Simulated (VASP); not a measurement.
# Ca3S (Pm-3m) in VASP: a series of runs, part 2 of 2

VASP 6.6.1. The steps go on from the part before.

## (4) Relaxation of cell and atoms, PBE

INCAR

```
SYSTEM = Ca3S
  PREC = Accurate
  ENCUT = 600
  EDIFF = 1E-6
  ISMEAR = 0
  SIGMA = 0.1
  LREAL = .False.
  LASPH = .True.
  NELM = 100
  ALGO = Normal
  ISIF = 3
  LWAVE = .False.
  LCHARG = .False.
  GGA = PE
  IBRION = 2
  NSW = 100
  EDIFFG = -0.01
```

KPOINTS

```
Automatic mesh
0
Gamma
  10 10 10
  0 0 0
```

POSCAR

```
Ca3S
1.0
    4.9682681100      0.0000000000      0.0000000000
    0.0000000000      4.9682681100      0.0000000000
    0.0000000000      0.0000000000      4.9682681100
Ca S
3 1
Direct
    0.0000000000      0.5000000000      0.5000000000
    0.5000000000      0.0000000000      0.5000000000
    0.5000000000      0.5000000000      0.0000000000
    0.0000000000      0.0000000000      0.0000000000
```

Potentials or basis: VASP PAW PBE potentials, release 64 (Ca_sv, S).

Started as:

```bash
cat potpaw_PBE.64/Ca_sv/POTCAR potpaw_PBE.64/S/POTCAR > POTCAR
mpirun -np 1 vasp_std > vasp.out
```

OUTCAR:

```text
SYSTEM = Ca3S
   PREC = Accurate
   ENCUT = 600
   EDIFF = 1E-6
   ISMEAR = 0
   LREAL = .False.
   LASPH = .True.
   NELM = 100
   ISIF = 3
   GGA = PE
   IBRION = 2
   NSW = 100
   EDIFFG = -0.01

 ion  position               nearest neighbor table
   1  0.000  0.500  0.500-
   2  0.500  0.000  0.500-
   3  0.500  0.500  0.000-
   4  0.000  0.000  0.000-

  LATTYP: Found a simple cubic cell.
 ALAT       =     4.9682681100

  Lattice vectors:

 A1 = (   4.9682681100,   0.0000000000,   0.0000000000)
 A2 = (   0.0000000000,   4.9682681100,   0.0000000000)
 A3 = (   0.0000000000,   0.0000000000,   4.9682681100)

Analysis of symmetry for initial positions (statically):
=====================================================================
 Subroutine PRICEL returns:
 Original cell was already a primitive cell.

 Routine SETGRP: Setting up the symmetry group for a
 simple cubic supercell.

 Subroutine GETGRP returns: Found 48 space group operations
 (whereof 48 operations were pure point group operations)
 out of a pool of 48 trial point group operations.

The static configuration has the point symmetry O_h .

Analysis of symmetry for dynamics (positions and initial velocities):
=====================================================================
 Subroutine PRICEL returns:
 Original cell was already a primitive cell.

 Routine SETGRP: Setting up the symmetry group for a
 simple cubic supercell.
[... 173 lines left out ...]
  energy-cutoff  :      600.00
  volume of cell :      122.64
      direct lattice vectors                 reciprocal lattice vectors
     4.968268110  0.000000000  0.000000000     0.201277382  0.000000000  0.000000000
     0.000000000  4.968268110  0.000000000     0.000000000  0.201277382  0.000000000
     0.000000000  0.000000000  4.968268110     0.000000000  0.000000000  0.201277382

 POSITION                                       TOTAL-FORCE (eV/Angst)
 -----------------------------------------------------------------------------------
      0.00000      2.48413      2.48413         0.000000      0.000000      0.000000
      2.48413      0.00000      2.48413         0.000000      0.000000      0.000000
      2.48413      2.48413      0.00000         0.000000      0.000000      0.000000
      0.00000      0.00000      0.00000         0.000000      0.000000      0.000000
 -----------------------------------------------------------------------------------
    total drift:                               -0.000000     -0.000000     -0.000000

  FREE ENERGIE OF THE ION-ELECTRON SYSTEM (eV)
  ---------------------------------------------------
  free  energy   TOTEN  =       -11.2534433789 eV

  energy  without entropy=      -11.2254857154  energy(sigma->0) =      -11.23946455

--------------------------------------- Ionic step        2  -------------------------------------------

 number of electron      35.9999999 magnetization

 Free energy of the ion-electron system (eV)
  ---------------------------------------------------
  ext. energy  EPLUGINS =         0.00000000
  ---------------------------------------------------
  free energy    TOTEN  =       -11.25349602 eV

  energy without entropy =      -11.22549513  energy(sigma->0) =      -11.23949558

 E-fermi :   3.7499     XC(G=0):  -8.5765

 val. band max:        3.7481562192   @ k =   0.2000   0.1000   0.1000
 cond. band min:       3.7543316011   @ k =   0.5000   0.5000   0.4000
 fundamental gap:      0.0061753819
 Fermi energy:         3.7498958060

 k-point     1 :       0.0000    0.0000    0.0000
  band No.  band energies     occupation
      1     -38.4618      2.00000
      2     -38.4075      2.00000
      3     -38.4075      2.00000
      4     -19.5846      2.00000
      5     -19.5846      2.00000
      6     -19.5846      2.00000
[... 589 lines left out ...]
     21       4.4703      0.00000
     22       4.5008      0.00000

 [... further k-points ...]
[... 5 lines left out ...]
  --------------------------------------------------------------------------------------
  -------------------------------------------------------------------------------------
  Total        0.0234447      0.0234447      0.0234447      0.0000000     -0.0000000      0.0000000
  in kB        0.3058253      0.3058253      0.3058253      0.0000000     -0.0000000      0.0000000
  external PRESSURE =       0.3058253 kB  Pullay stress =       0.0000000 kB

 VOLUME and BASIS-vectors are now :
 -----------------------------------------------------------------------------
  energy-cutoff  :      600.00
  volume of cell :      122.82
      direct lattice vectors                 reciprocal lattice vectors
     4.970809024  0.000000000 -0.000000000     0.201174496 -0.000000000 -0.000000000
     0.000000000  4.970809024 -0.000000000    -0.000000000  0.201174496 -0.000000000
     0.000000000  0.000000000  4.970809024     0.000000000  0.000000000  0.201174496

 POSITION                                       TOTAL-FORCE (eV/Angst)
 -----------------------------------------------------------------------------------
      0.00000      2.48540      2.48540         0.000000     -0.000000      0.000000
      2.48540      0.00000      2.48540         0.000000     -0.000000      0.000000
      2.48540      2.48540     -0.00000        -0.000000      0.000000      0.000000
      0.00000      0.00000      0.00000         0.000000      0.000000      0.000000
 -----------------------------------------------------------------------------------
    total drift:                               -0.000000     -0.000000     -0.000000

  FREE ENERGIE OF THE ION-ELECTRON SYSTEM (eV)
  ---------------------------------------------------
  free  energy   TOTEN  =       -11.2534960181 eV

  energy  without entropy=      -11.2254951347  energy(sigma->0) =      -11.23949558

 reached required accuracy - stopping structural energy minimisation
```

OSZICAR:

```text
N       E                     dE             d eps       ncg     rms          rms(c)
DAV:   1     0.353693727643E+03    0.35369E+03   -0.19111E+04  2464   0.168E+03
DAV:   2     0.166300748505E+02   -0.33706E+03   -0.33377E+03  2584   0.449E+02
[... 12 lines left out ...]
DAV:   1    -0.112540104796E+02   -0.56647E-03   -0.16093E-02  2898   0.117E+00    0.134E-01
DAV:   2    -0.112536412697E+02    0.36921E-03   -0.18064E-03  3828   0.305E-01    0.859E-02
DAV:   3    -0.112534879418E+02    0.15333E-03   -0.69958E-04  4174   0.186E-01    0.132E-02
DAV:   4    -0.112534949798E+02   -0.70379E-05   -0.84383E-05  3526   0.432E-02    0.106E-02
DAV:   5    -0.112534976614E+02   -0.26816E-05   -0.48588E-06  2868   0.823E-03    0.770E-03
DAV:   6    -0.112534957636E+02    0.18979E-05   -0.10958E-05  4246   0.148E-02    0.185E-03
DAV:   7    -0.112534960181E+02   -0.25453E-06   -0.87772E-07  2128   0.620E-03
   2 F= -.11253496E+02 E0= -.11239496E+02  d E =-.526391E-04
```

Wall time 92 s (1 thread of Intel Xeon 6975P-C (Granite Rapids), shared host); peak memory 0.35 GiB.

Results:

```
Free energy                           : -11.2535 eV
Relaxed volume                        : 30.71 Å³/atom
Relaxed cell                          : a = 4.971 Å, b = 4.971 Å, c = 4.971 Å, α = 90.00°, β = 90.00°, γ = 90.00°
Space group after relaxing (to 0.1 Å) : Pm-3m (No. 221)
Energy gained by relaxing             : 0.0 meV/atom
Ionic steps                           : 2
Pressure after relaxing               : 0.0 GPa
Band gap on the k mesh                : zero (bands 18 and 19 overlap by 1.56 eV)
```

Final structure:
```xyz
4
Lattice="4.9708 0.0000 0.0000 0.0000 4.9708 0.0000 0.0000 0.0000 4.9708" Properties=species:S:1:pos:R:3 pbc="T T T"
Ca    0.0000    2.4854    2.4854
Ca    2.4854    0.0000    2.4854
Ca    2.4854    2.4854    0.0000
S     0.0000    0.0000    0.0000
```

Levels at points of the mesh, in eV from the Fermi level:
```tsv
k point	band 16	band 17	band 18	band 19	band 20	band 21
(0.00, 0.00, 0.00)	-3.27	-3.27	-0.44	-0.44	-0.07	0.34
(0.50, 0.00, 0.00)	-3.39	-1.57	-0.82	0.55	0.79	1.08
(0.50, 0.50, 0.00)	-3.45	-1.54	0.49	0.49	0.65	1.10
(0.50, 0.50, 0.50)	-3.78	-1.07	-1.07	-1.07	-0.06	1.09
```
